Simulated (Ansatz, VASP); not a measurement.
## One calculation of Os, two programs

INCAR

```
SYSTEM = Os
ALGO = Normal ; EDIFF = 1E-7
ENCUT = 520 ; GGA = PE
ISIF = 2 ; ISMEAR = -1
LASPH = .True. ; LCHARG = .True.
LELF = .True. ; LREAL = .False.
LVHAR = .True. ; LWAVE = .False.
NBANDS = 10 ; NELM = 100
PREC = Accurate ; SIGMA = 0.05
```

File KPOINTS:

```
k-points
0
Gamma
  14 14 14
  0 0 0
```

Contents of POSCAR:

```
Os
1.0
    0.0000000000      1.8866500000      1.9450000000
    1.8866500000      0.0000000000      1.9450000000
    1.8866500000      1.8866500000      0.0000000000
Os
1
Direct
    0.0000000000      0.0000000000      0.0000000000
```

Input for Ansatz:

```yaml
crystal:
  lattice:
    - [0.0, 1.88665, 1.945]
    - [1.88665, 0.0, 1.945]
    - [1.88665, 1.88665, 0.0]
  atoms:
    - { symbol: Os, position: [0.0, 0.0, 0.0] }
kpoints:
  mp_grid: { grid: [14, 14, 14] }
  band_path:
    path:
      - [0.0, 0.0, 0.0]
      - [0.0, 0.5, 0.5]
      - [0.25, 0.75, 0.5]
      - [0.0, 0.5, 0.0]
      - [0.0, 0.0, 0.0]
      - [0.5, 0.5, 0.0]
      - [0.3676125, 0.6323875, 0.0]
      - [-0.3676125, 0.3676125, 0.0]
      - [0.0, 0.0, 0.0]
    npoints: 5
scf:
  occupations: { method: fermi_dirac, width: 0.05 }
hamiltonian:
  xc: pbe
  pseudopotentials: { kind: all_electron, lapw: { basis_error: 0.0005 } }
output:
  forces: true
  stress: true
  eigenvalues: true
```

Change from the starting cell: equal xx and yy strain of -3 %.

Alike in both runs: task single point; functional PBE; k mesh 14 × 14 × 14; occupations fermi-dirac, width 0.05 eV; no spin polarisation.

```csv
,VASP,Ansatz
version,VASP 6.6.1,Ansatz 0.2.0
potentials or method,"VASP PAW PBE potentials, release 64 (Os), cutoff 520 eV","all-electron LAPW, scalar-relativistic"
```

Ansatz gave:

* pressure (GPa): 15.1
* traceless stress, the component that is largest in VASP (GPa): -6.91

Estimate VASP's values.

pressure (GPa): 15.3; traceless stress, the component that is largest in VASP (GPa): -6.89.

Ansatz ran all-electron here, and VASP with PAW potentials.

Neither program's run includes spin-orbit coupling.
